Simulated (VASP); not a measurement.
Input of a VASP 6.6.1 run:

The input INCAR:

```
ALGO     = Normal         # electronic algorithm
EDIFF    = 1E-6           # SCF threshold, eV
ENCUT    = 500            # plane-wave cutoff, eV
GGA      = PS             # functional
GGA_COMPAT= False        
ISIF     = 2              # what is computed and relaxed
ISMEAR   = 0              # smearing method
ISPIN    = 2              # spin polarisation
LASPH    = True           # aspherical terms in the spheres
LCHARG   = True           # write CHGCAR
LELF     = True           # ELF
LMAXMIX  = 4              # l up to which the mixer works
LORBIT   = 11             # projections on sites
LREAL    = False          # projectors in reciprocal space
LVHAR    = True         
LWAVE    = False          # write WAVECAR
MAGMOM   = 3.5 0          # initial moments
NBANDS   = 22             # bands
NELM     = 200            # most SCF steps
PREC     = Accurate       # precision mode
SIGMA    = 0.1            # smearing width, eV
```

The input KPOINTS:

```
k-points
0
Gamma
  14 14 14
```

POSCAR

```
ReS
1.0
    0.0000000000      2.4808277014      2.4808277014
    2.4808277014      0.0000000000      2.4808277014
    2.4808277014      2.4808277014      0.0000000000
Re S
1 1
Direct
    0.0000000000      0.0000000000      0.0000000000
    0.5000000000      0.5000000000      0.5000000000
```

Potentials or basis: VASP PAW PBE potentials, release 64 (Re_sv_GW, S).

Command:

```sh
$ cat potpaw_PBE.64/Re_sv_GW/POTCAR potpaw_PBE.64/S/POTCAR > POTCAR
$ mpirun -np 1 vasp_std > vasp.out
```

(1) Predict the pressure.

(2) What does it give for the site moments?

(3) Estimate the net moment.

## Answers

(1) -11.1 GPa.

(2) Re +1.13; S +0.01 μB.

(3) 0.84 μB per cell.

Caveat: the PAW data sets were made with another functional, which shifts forces and pressure a little.
